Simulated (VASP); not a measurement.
Input of a VASP 6.6.1 run:

Contents of INCAR:

```
PREC = Accurate
ENCUT = 520
EDIFF = 1E-6
ISMEAR = 0
SIGMA = 0.2
LREAL = False
LASPH = True
NELM = 60
ALGO = Fast
ISIF = 2
LWAVE = False
LCHARG = False
GGA = PE
NBANDS = 75
```

KPOINTS

```
regular mesh
0
Gamma
  2 2 4
```

Contents of POSCAR:

```
Ta2Sn3
1.0
    7.4463758839      0.0000000000      0.0000000000
    0.0000000000      7.4463758839      0.0000000000
    0.0000000000      0.0000000000      3.9370169511
Ta Sn
4 6
Direct
    0.3581296308      0.8581296308      0.0000000000
    0.6418703692      0.1418703692      0.0000000000
    0.1418703692      0.3581296308      0.0000000000
    0.8581296308      0.6418703692      0.0000000000
    0.8462842645      0.3462842645      0.5000000000
    0.1537157355      0.6537157355      0.5000000000
    0.3462842645      0.1537157355      0.5000000000
    0.6537157355      0.8462842645      0.5000000000
    0.0000000000      0.0000000000      0.0000000000
    0.5000000000      0.5000000000      0.0000000000
```

Potentials or basis: VASP PAW PBE potentials, release 64 (Ta_pv, Sn_d).

Command:

```sh
$ cat potpaw_PBE.64/Ta_pv/POTCAR potpaw_PBE.64/Sn_d/POTCAR > POTCAR
$ mpirun -np 1 vasp_std > vasp.out
```

Estimate the band gap on the k mesh.

zero (bands 64 and 65 overlap by 0.49 eV).

Estimate the pressure.

0.0 GPa.

Forces in eV/Å, atoms in the order of the input:
```
Ta   0.047  0.047  0.000
Ta  -0.047 -0.047  0.000
Ta  -0.047  0.047  0.000
Ta   0.047 -0.047  0.000
Sn   0.023  0.023  0.000
Sn  -0.023 -0.023  0.000
Sn   0.023 -0.023  0.000
Sn  -0.023  0.023  0.000
Sn   0.000  0.000  0.000
Sn   0.000  0.000  0.000
```

Caveat: the k points lie up to 0.42 Å⁻¹ apart; spin-orbit coupling is left out, which moves the levels of the heavy elements.
